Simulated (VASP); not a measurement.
**AgI: single point with PBE**

The system is AgI.

```
Ag I
1.0
     4.77753    0.00000    0.00000
    -2.38877    4.13746    0.00000
     0.00000    0.00000    7.81399
Ag I
2 2
Direct
  0.33333 0.66667 0.00011
  0.66667 0.33333 0.50011
  0.33333 0.66667 0.37489
  0.66667 0.33333 0.87489
```

| Quantity | Value |
| --- | --- |
| Program | VASP 6.6.1 |
| Task | single point |
| Functional | PBE |
| Potentials or basis | VASP PAW PBE potentials, release 64 (Ag, I) |
| Cutoff | 500 eV |
| k mesh | 6 × 6 × 4 |
| Occupations | gaussian, width 0.01 eV |
| Spin | no spin polarisation |

```json
{
  "Pressure": "-1.3 GPa",
  "Largest force": "0.003 eV/Å",
  "Band gap on the k mesh": "1.37 eV"
}
```

Forces on the atoms (eV/Å):
```
Ag   0.000  0.000 -0.003
Ag   0.000  0.000 -0.003
I    0.000  0.000  0.003
I    0.000  0.000  0.003
```

Levels at points of the mesh, in eV from the valence-band top:
```csv
k point,band 14,band 15,band 16,band 17,band 18,band 19,band 20,band 21,band 22,band 23
"(0.00, 0.00, 0.00)",-0.56,-0.56,-0.05,0.00,0.00,1.37,2.70,5.93,5.93,6.08
"(0.50, 0.00, 0.00)",-2.21,-1.79,-1.42,-0.81,-0.57,3.28,3.69,4.99,5.71,6.38
"(0.00, 0.00, 0.50)",-1.43,-0.29,-0.29,-0.29,-0.29,2.61,2.61,5.66,5.66,6.21
"(0.50, 0.00, 0.50)",-2.38,-0.99,-0.99,-0.99,-0.99,3.32,3.32,5.00,5.00,7.20
```

Run time: 57 s on 1 thread of AMD EPYC 9R45 96-Core Processor (Zen 5), on a shared host, peak memory 0.26 GiB.

Caveat: spin-orbit coupling is left out, which moves the levels of the heavy elements.
